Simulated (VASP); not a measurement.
## N: relaxation of cell and atoms with LDA

Crystal: N.

```
CELL_PARAMETERS angstrom
5.56052 0.00000 0.00000
0.00000 5.56052 0.00000
0.00000 0.00000 5.56052
ATOMIC_POSITIONS crystal
N 0.05740 0.44260 0.55740
N 0.44260 0.55740 0.05740
N 0.55740 0.05740 0.44260
N 0.94260 0.94260 0.94260
N 0.94260 0.55740 0.44260
N 0.55740 0.44260 0.94260
N 0.44260 0.94260 0.55740
N 0.05740 0.05740 0.05740
```

```
Program                : VASP 6.6.1
Task                   : relaxation of cell and atoms
Functional             : LDA
Potentials or basis    : VASP PAW LDA potentials, release 64 (N)
Cutoff                 : 600 eV
k mesh                 : 5 × 5 × 5
Occupations            : fermi-dirac, width 0.05 eV
Spin                   : no spin polarisation
Dipole correction      : no
Further INCAR settings : ALGO = Normal; EDIFF = 1e-07; IBRION = 2; EDIFFG = -0.01; NSW = 60; ISIF = 3
```

The relaxed volume is 17.20 Å³/atom, the relaxed cell is a = 5.162 Å, b = 5.162 Å, c = 5.162 Å, α = 90.00°, β = 90.00°, γ = 90.00° and the space group after relaxing (to 0.1 Å) is Pa-3 (No. 205). The energy gained by relaxing is 13.1 meV/atom. The ionic steps are 17. The pressure after relaxing is 0.0 GPa, the largest force after relaxing is 0.007 eV/Å and the band gap on the k mesh is 6.64 eV (least direct gap 6.71 eV).

Forces in eV/Å, atoms in the order of the input:
```
N    0.004 -0.004  0.004
N   -0.004  0.004  0.004
N    0.004  0.004 -0.004
N   -0.004 -0.004 -0.004
N   -0.004  0.004 -0.004
N    0.004 -0.004 -0.004
N   -0.004 -0.004  0.004
N    0.004  0.004  0.004
```

Step by step:
| step | energy change (eV) | largest force (eV/Å) | pressure (GPa) | volume (Å³) |
| --- | --- | --- | --- | --- |
| 1 | 0.0000 | 0.3903 | -1.21 | 171.93 |
| 2 | 0.6262 | 7.8584 | 9.89 | 167.92 |
| 3 | -0.0032 | 0.0575 | -0.60 | 171.65 |
| 4 | -0.0032 | 0.0864 | -0.56 | 171.63 |
| 5 | -0.0108 | 0.0799 | -0.56 | 169.82 |
| 6 | -0.0329 | 0.0776 | -0.54 | 164.48 |
| 7 | -0.0718 | 0.1471 | -0.32 | 154.12 |
| 8 | -0.0990 | 0.5895 | 1.19 | 134.74 |
| 9 | -0.1008 | 0.4149 | 0.91 | 134.32 |
| 10 | -0.1018 | 0.1391 | 0.48 | 133.65 |
| 11 | -0.1020 | 0.1257 | 0.45 | 133.77 |
| 12 | -0.1027 | 0.0852 | 0.36 | 134.15 |
| 13 | -0.1036 | 0.0058 | 0.17 | 134.90 |
| 14 | -0.1044 | 0.1509 | -0.19 | 136.41 |
| 15 | -0.1047 | 0.1037 | -0.13 | 136.76 |
| 16 | -0.1049 | 0.0235 | -0.02 | 137.34 |
| 17 | -0.1049 | 0.0075 | 0.02 | 137.57 |

Final structure:
```
CELL_PARAMETERS angstrom
5.16226 0.00000 0.00000
0.00000 5.16226 0.00000
0.00000 0.00000 5.16226
ATOMIC_POSITIONS crystal
N 0.06165 0.43834 0.56166
N 0.43834 0.56166 0.06165
N 0.56166 0.06165 0.43834
N 0.93835 0.93835 0.93835
N 0.93835 0.56166 0.43834
N 0.56166 0.43834 0.93835
N 0.43834 0.93835 0.56166
N 0.06165 0.06165 0.06165
```

Levels at points of the mesh, in eV from the valence-band top:
```csv
k point,band 16,band 17,band 18,band 19,band 20,band 21,band 22,band 23,band 24,band 25
"(0.00, 0.00, 0.00)",-1.44,-1.44,-0.07,-0.07,-0.07,6.64,6.64,6.64,7.97,7.97
```

It took 9.6 min on 1 thread of Oxide Virtual Turin-like Processor (shared host), peak memory 0.23 GiB.

Caveat: the standard files for N, O and F lose accuracy on very short bonds; the volume moved by over 15 % at a fixed basis, so the end points are rough; an odd mesh through Γ misses points on the zone boundary, where band edges can lie.
